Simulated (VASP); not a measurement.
# NbSn2S3 (P6/mmm) in VASP: a series of runs

Runs on NbSn2S3. Level: PBE. Tasks: single point.

Everything below comes from runs of VASP 6.6.1. Logs are shortened: lines on timing, memory, paths and dates and some standing lists are left out, and cuts for length are marked.

## 1. The cell of the first run

The structure is hexagonal, space group P6/mmm (No. 191). The conventional cell has a = 4.085 Å, b = 4.085 Å, c = 6.388 Å, α = 90.00°, β = 90.00°, γ = 120.00°. Nb (site symmetry 6/mmm) has 2 S at 1.24 Å within 1.7 Å. Within 3.1 Å of Sn (site symmetry -6m2) lie 3 Sn at 2.36 Å and 3 Nb at 2.36 Å and 6 S at 2.66 Å. Within 2.6 Å of S (site symmetry 6/mmm) lie 2 S at 1.95 Å. S (site symmetry 6mm) has 1 Nb at 1.24 Å within 1.7 Å.

## 2. Single point, PBE

File INCAR:

```
PREC     = Accurate       # precision mode
ENCUT    = 520            # plane-wave cutoff, eV
EDIFF    = 1E-7           # SCF threshold, eV
ISMEAR   = 0              # smearing method
SIGMA    = 0.1            # smearing width, eV
LREAL    = F              # projectors in reciprocal space
LASPH    = T              # aspherical terms in the spheres
NELM     = 80             # most SCF steps
ALGO     = Normal         # electronic algorithm
ISIF     = 2              # what is computed and relaxed
LWAVE    = F              # write WAVECAR
LCHARG   = F              # write CHGCAR
GGA      = PE             # functional
NBANDS   = 38             # bands
```

File KPOINTS:

```
regular mesh
0
Gamma
  6 6 4
```

File POSCAR:

```
NbSn2S3
1.0
    4.0853310600      0.0000000000      0.0000000000
   -2.0426655300      3.5380004800      0.0000000000
    0.0000000000      0.0000000000      6.3878478600
Nb Sn S
1 2 3
Direct
    0.0000000000      0.0000000000      0.5000000000
    0.3333333300      0.6666666700      0.5000000000
    0.6666666700      0.3333333300      0.5000000000
    0.0000000000      0.0000000000      0.0000000000
    0.0000000000      0.0000000000      0.3060298400
    0.0000000000      0.0000000000      0.6939701600
```

Potentials or basis: VASP PAW PBE potentials, release 64 (Nb_sv, Sn_d, S).

Command:

```sh
cat potpaw_PBE.64/Nb_sv/POTCAR potpaw_PBE.64/Sn_d/POTCAR potpaw_PBE.64/S/POTCAR > POTCAR
mpirun -np 1 vasp_std > vasp.out
```

OUTCAR:

```text
PREC = Accurate
   ENCUT = 520
   EDIFF = 1E-7
   ISMEAR = 0
   LREAL = F
   LASPH = T
   NELM = 80
   ISIF = 2
   GGA = PE

 ion  position               nearest neighbor table
   1  0.000  0.000  0.500-   5 1.24   6 1.24   2 2.36   3 2.36   2 2.36   3 2.36   3 2.36   2 2.36

   2  0.333  0.667  0.500-   3 2.36   1 2.36   3 2.36   1 2.36   1 2.36   3 2.36   5 2.66   6 2.66
                             6 2.66   5 2.66   6 2.66   5 2.66
   3  0.667  0.333  0.500-   2 2.36   1 2.36   2 2.36   1 2.36   1 2.36   2 2.36   5 2.66   6 2.66
                             5 2.66   6 2.66   5 2.66   6 2.66
   4  0.000  0.000  0.000-   5 1.95   6 1.95
   5  0.000  0.000  0.306-   1 1.24   4 1.95   6 2.48   2 2.66   3 2.66   2 2.66   3 2.66   3 2.66
                             2 2.66
   6  0.000  0.000  0.694-   1 1.24   4 1.95   5 2.48   2 2.66   3 2.66   2 2.66   3 2.66   3 2.66
                             2 2.66

 -----------------------------------------------------------------------------
|                                                                             |
|           W    W    AA    RRRRR   N    N  II  N    N   GGGG   !!!           |
|           W    W   A  A   R    R  NN   N  II  NN   N  G    G  !!!           |
|           W    W  A    A  R    R  N N  N  II  N N  N  G       !!!           |
|           W WW W  AAAAAA  RRRRR   N  N N  II  N  N N  G  GGG   !            |
|           WW  WW  A    A  R   R   N   NN  II  N   NN  G    G                |
|           W    W  A    A  R    R  N    N  II  N    N   GGGG   !!!           |
|                                                                             |
|     The distance between some ions is very small. Please check the          |
|     nearest-neighbor list in the OUTCAR file.                               |
|     I HOPE YOU KNOW WHAT YOU ARE DOING!                                     |
|                                                                             |
 -----------------------------------------------------------------------------

  LATTYP: Found a hexagonal cell.
 ALAT       =     4.0853310600
 C/A-ratio  =     1.5636059272

  Lattice vectors:

 A1 = (   4.0853310600,   0.0000000000,   0.0000000000)
 A2 = (  -2.0426655300,   3.5380004800,   0.0000000000)
 A3 = (   0.0000000000,   0.0000000000,   6.3878478600)

Analysis of symmetry for initial positions (statically):
=====================================================================
 Subroutine PRICEL returns:
 Original cell was already a primitive cell.

 Routine SETGRP: Setting up the symmetry group for a
 hexagonal supercell.

 Subroutine GETGRP returns: Found 24 space group operations
 (whereof 24 operations were pure point group operations)
 out of a pool of 24 trial point group operations.

The static configuration has the point symmetry D_6h.

Analysis of symmetry for dynamics (positions and initial velocities):
=====================================================================
 Subroutine PRICEL returns:
 Original cell was already a primitive cell.

 Routine SETGRP: Setting up the symmetry group for a
 hexagonal supercell.

 Subroutine GETGRP returns: Found 24 space group operations
 (whereof 24 operations were pure point group operations)
 out of a pool of 24 trial point group operations.

The dynamic configuration has the point symmetry D_6h.

 Subroutine INISYM returns: Found 24 space group operations
 (whereof 24 operations are pure point group operations),
 and found     1 'primitive' translations

----------------------------------------------------------------------------------------

                                     Primitive cell

  volume of cell :      92.3293

  direct lattice vectors                    reciprocal lattice vectors
     4.085331060  0.000000000  0.000000000     0.244778204  0.141322762  0.000000000
    -2.042665530  3.538000480  0.000000000     0.000000000  0.282645524  0.000000000
     0.000000000  0.000000000  6.387847860     0.000000000  0.000000000  0.156547248

  length of vectors
     4.085331060  4.085331059  6.387847860     0.282645524  0.282645524  0.156547248

  position of ions in fractional coordinates (direct lattice)
     0.000000000  0.000000000  0.500000000
     0.333333330  0.666666670  0.500000000
     0.666666670  0.333333330  0.500000000
     0.000000000  0.000000000  0.000000000
     0.000000000  0.000000000  0.306029840
     0.000000000  0.000000000  0.693970160

  ion indices of the primitive-cell ions
   primitive index   ion index
                 1           1
                 2           2
                 3           3
                 4           4
                 5           5
                 6           6

----------------------------------------------------------------------------------------

 KPOINTS: regular mesh

Automatic generation of k-mesh.
 Grid dimensions read from file:
 generate k-points for:    6    6    4

 Generating k-lattice:

  Cartesian coordinates                     Fractional coordinates (reciprocal lattice)
     0.040796367  0.023553794  0.000000000     0.166666667  0.000000000  0.000000000
     0.000000000  0.047107587  0.000000000     0.000000000  0.166666667  0.000000000
     0.000000000  0.000000000  0.039136812     0.000000000  0.000000000  0.250000000

  Length of vectors
     0.047107587  0.047107587  0.039136812

  Shift w.r.t. Gamma in fractional coordinates (k-lattice)
     0.000000000  0.000000000  0.000000000

 Subroutine IBZKPT returns following result:
 ===========================================

 Found     21 irreducible k-points:

 Following reciprocal coordinates:
            Coordinates               Weight
  0.000000  0.000000  0.000000      1.000000
  0.166667 -0.000000  0.000000      6.000000
  0.333333  0.000000  0.000000      6.000000
  0.500000 -0.000000  0.000000      3.000000
  0.166667  0.166667  0.000000      6.000000
  0.333333  0.166667  0.000000     12.000000
[... 13 lines left out ...]
  0.333333  0.166667  0.500000     12.000000
  0.333333  0.333333  0.500000      2.000000
   k-points           NKPTS =     21   k-points in BZ     NKDIM =     21   number of bands    NBANDS=     38
   number of dos      NEDOS =    301   number of ions     NIONS =      6
   total plane-waves  NPLWV =  43200
   dimension x,y,z NGX =    30 NGY =   30 NGZ =   48
   dimension x,y,z NGXF=    60 NGYF=   60 NGZF=   96
   ions per type =               1   2   3
   NGX,Y,Z   is equivalent  to a cutoff of  12.21, 12.21, 12.49 a.u.
   NGXF,Y,Z  is equivalent  to a cutoff of  24.42, 24.42, 24.98 a.u.
 SYSTEM =  unknown system
   PREC   = accura    normal or accurate (medium, high low for compatibility)
   ISTART =      0    job   : 0-new  1-cont  2-samecut
   ICHARG =      2    charge: 1-file 2-atom 10-const
   ISPIN  =      1    spin polarized calculation?
   LNONCOLLINEAR =      F non collinear calculations
   LSORBIT =      F    spin-orbit coupling
   LASPH  =      T    aspherical Exc in radial PAW
   ENCUT  =  520.0 eV  38.22 Ry    6.18 a.u.   7.60  7.60 11.88*2*pi/ulx,y,z
   NELM   =     80;   NELMIN=  2; NELMDL= -5     # of ELM steps
   EDIFF  = 0.1E-06   stopping-criterion for ELM
   LREAL  =      F    real-space projection
   EDIFFG = 0.1E-05   stopping-criterion for IOM
   NSW    =      0    number of steps for IOM
   IBRION =     -1    ionic relax: 0-MD 1-quasi-New 2-CG
   NFREE  =      0    steps in history (QN), initial steepest desc. (CG)
   ISIF   =      2    stress and relaxation
   ISYM   =      2    0-nonsym 1-usesym 2-fastsym
   POTIM  = 0.5000    time-step for ionic-motion
   TEBEG  =    0.0;   TEEND  =   0.0 temperature during run
   PSTRESS=    0.0 pullay stress
   NELECT =      59.0000    total number of electrons
   NUPDOWN=      -1.0000    fix difference up-down
   EMIN   =  10.00;   EMAX   =-10.00  energy-range for DOS
   EFERMI =   0.00;   METHOD = LEGACY
   ISMEAR =     0;   SIGMA  =   0.10  broadening in eV -4-tet -1-fermi 0-gaus
   EFERMI_NEDOS =   21; number of points for ismear=-14 and -15
   IALGO  =     38    algorithm
   IMIX   =      4    mixing-type and parameters
     AMIX     =   0.40;   BMIX     =  1.00
     AMIX_MAG =   1.60;   BMIX_MAG =  1.00
  volume/ion in A,a.u.               =      15.39       103.84
  Fermi-wavevector in a.u.,A,eV,Ry     =   1.410086  2.664676 27.053042  1.988343
  Thomas-Fermi vector in A             =   2.532076
   LORBIT       =      0    0 simple, 1 ext, 2 COOP (PROOUT), +10 PAW based schemes
   GGA     = PE    functional components
   LHFCALC =     F    Hartree Fock is set to
   AEXX    =    0.0000 exact exchange contribution
   IVDW    =     0    specifies the selected vdW correction
   LEPSILON=     F    determine dielectric tensor
   LRPA    =     F    only Hartree local field effects (RPA)
 non-spin polarized calculation
 Gauss-broadening in eV      SIGMA  =   0.10
  energy-cutoff  :      520.00
  volume of cell :       92.33
 maximum number of plane-waves:      2520
   NGX = 15   NGY = 15   NGZ = 23

 number of electron      59.0000003 magnetization

 Free energy of the ion-electron system (eV)
  ---------------------------------------------------
  ext. energy  EPLUGINS =         0.00000000
  ---------------------------------------------------
  free energy    TOTEN  =        69.38599169 eV

  energy without entropy =       69.40088483  energy(sigma->0) =       69.39343826

 E-fermi :  11.5692     XC(G=0): -11.1808

 val. band max:       11.5574163942   @ k =   0.5000  -0.0000   0.0000
 cond. band min:      11.6411449533   @ k =   0.3333   0.0000   0.5000
 fundamental gap:      0.0837285591
 Fermi energy:        11.5692103056

 k-point     1 :       0.0000    0.0000    0.0000
  band No.  band energies     occupation
      1     -48.6964      2.00000
      2     -31.7070      2.00000
      3     -23.1078      2.00000
      4     -23.1078      2.00000
      5     -12.5818      2.00000
      6     -12.5818      2.00000
[... 30 lines left out ...]
     37      17.6868      0.00000
     38      17.6868      0.00000
[... 818 lines left out ...]
     37      18.4923      0.00000
     38      20.1296      0.00000

------------------------ aborting loop because EDIFF is reached ----------------------------------------

  FORCE on cell =-STRESS in cart. coord.  units (eV):
  Direction    XX          YY          ZZ          XY          YZ          ZX
  --------------------------------------------------------------------------------------
  -------------------------------------------------------------------------------------
  Total       79.3892229     79.3892228    420.2484087      0.0000000      0.0000000     -0.0000000
  in kB     1377.6294738   1377.6294732   7292.5086459      0.0000000      0.0000000     -0.0000000
  external PRESSURE =    3349.2558643 kB  Pullay stress =       0.0000000 kB

 VOLUME and BASIS-vectors are now :
 -----------------------------------------------------------------------------
  energy-cutoff  :      520.00
  volume of cell :       92.33
      direct lattice vectors                 reciprocal lattice vectors
     4.085331060  0.000000000  0.000000000     0.244778204  0.141322762  0.000000000
    -2.042665530  3.538000480  0.000000000     0.000000000  0.282645524  0.000000000
     0.000000000  0.000000000  6.387847860     0.000000000  0.000000000  0.156547248

 POSITION                                       TOTAL-FORCE (eV/Angst)
 -----------------------------------------------------------------------------------
      0.00000      0.00000      3.19392        -0.000000     -0.000000      0.000000
     -0.00000      2.35867      3.19392        -0.000000     -0.000000      0.000000
      2.04267      1.17933      3.19392         0.000000     -0.000000      0.000000
      0.00000      0.00000      0.00000        -0.000000     -0.000000      0.000000
      0.00000      0.00000      1.95487         0.000000      0.000000   -160.000281
      0.00000      0.00000      4.43298         0.000000     -0.000000    160.000281
 -----------------------------------------------------------------------------------
    total drift:                               -0.000000      0.000000      0.000000

  FREE ENERGIE OF THE ION-ELECTRON SYSTEM (eV)
  ---------------------------------------------------
  free  energy   TOTEN  =        69.3859916889 eV

  energy  without entropy=       69.4008848271  energy(sigma->0) =       69.39343826
```

Wall time 85 s (1 thread of Intel Xeon Platinum 8259CL at 2.50GHz (Skylake/Cascade Lake), shared host); peak memory 0.23 GiB.

Results:

| Property | Result |
| --- | --- |
| Free energy | 69.3860 eV |
| Pressure | 334.9 GPa |
| Largest force | 160.000 eV/Å |

Forces on the atoms (eV/Å):
```
Nb     0.000    0.000    0.000
Sn     0.000    0.000    0.000
Sn     0.000    0.000    0.000
S      0.000    0.000    0.000
S      0.000    0.000 -160.000
S      0.000    0.000  160.000
```

Levels at points of the mesh, in eV from the Fermi level:
```
           k point  band 27  band 28  band 29  band 30  band 31  band 32
(0.00, 0.00, 0.00)    -1.10    -0.35    -0.35     1.92     1.92     2.98
(0.50, 0.00, 0.00)    -2.58    -1.79    -0.01     0.11     0.33     0.59
(0.00, 0.00, 0.50)    -2.89    -2.40    -1.09     1.89     3.55     3.55
(0.50, 0.00, 0.50)    -3.21    -2.85    -1.37    -1.28    -0.14     3.25
```

Caveat: spin-orbit coupling is left out, which moves the levels of the heavy elements; forces of over 1 eV/Å act on the atoms, so gaps and moduli don't describe the material at rest.

## 3. Single point, PBE

This run uses another cell than the first one, of 35.12 Å³/atom, 2.283 times its volume.

File INCAR:

```
SYSTEM = NbSn2S3
ALGO = Normal
EDIFF = 1E-6
ENCUT = 520
GGA = PE
ISIF = 2
ISMEAR = 0
LASPH = .True.
LCHARG = .False.
LREAL = .False.
LWAVE = .False.
NBANDS = 38
NELM = 80
PREC = Accurate
SIGMA = 0.1
```

File KPOINTS:

```
k-points
0
Gamma
  6 6 4
  0 0 0
```

File POSCAR:

```
NbSn2S3
1.0
    5.1969869352      0.0000000000      0.0000000000
   -2.5984934676      4.5007227090      0.0000000000
    0.0000000000      0.0000000000      9.0101239524
Nb Sn S
1 2 3
Direct
    0.0000000000      0.0000000000      0.5000000000
    0.3333333333      0.6666666667      0.5000000000
    0.6666666667      0.3333333333      0.5000000000
    0.0000000000      0.0000000000      0.0000000000
    0.0000000000      0.0000000000      0.2427203364
    0.0000000000      0.0000000000      0.7572796636
```

Potentials or basis: VASP PAW PBE potentials, release 64 (Nb_sv, Sn_d, S).

Command:

```sh
cat potpaw_PBE.64/Nb_sv/POTCAR potpaw_PBE.64/Sn_d/POTCAR potpaw_PBE.64/S/POTCAR > POTCAR
mpirun -np 1 vasp_std > vasp.out
```

It took 3.2 min on 1 thread of Intel Xeon Platinum 8259CL at 2.50GHz (Skylake/Cascade Lake), shared host; peak memory 0.42 GiB.

The run converged. Its results:

```yaml
Free_energy: -28.8506 eV
Pressure: 0.0 GPa
Largest_force: 0.033 eV/Å
```

Forces in eV/Å, atoms in the order of the input:
```
Nb   0.000  0.000  0.000
Sn   0.000  0.000  0.000
Sn   0.000  0.000  0.000
S    0.000  0.000  0.000
S    0.000  0.000  0.033
S    0.000  0.000 -0.033
```

Levels at points of the mesh, in eV from the Fermi level:
```
           k point  band 26  band 27  band 28  band 29  band 30  band 31  band 32  band 33  band 34  band 35
(0.00, 0.00, 0.00)    -2.97    -2.77    -1.12    -0.48    -0.48     1.30     1.30     2.20     2.20     3.06
(0.50, 0.00, 0.00)    -2.25    -2.03    -0.66    -0.19     0.15     0.44     0.73     1.26     1.99     2.00
(0.00, 0.00, 0.50)    -2.37    -1.88    -1.08    -1.08    -0.15     1.43     1.84     1.84     2.12     2.12
(0.50, 0.00, 0.50)    -1.71    -1.36    -1.15    -1.00    -0.66     0.82     1.31     1.65     2.10     2.12
```

Caveat: spin-orbit coupling is left out, which moves the levels of the heavy elements.
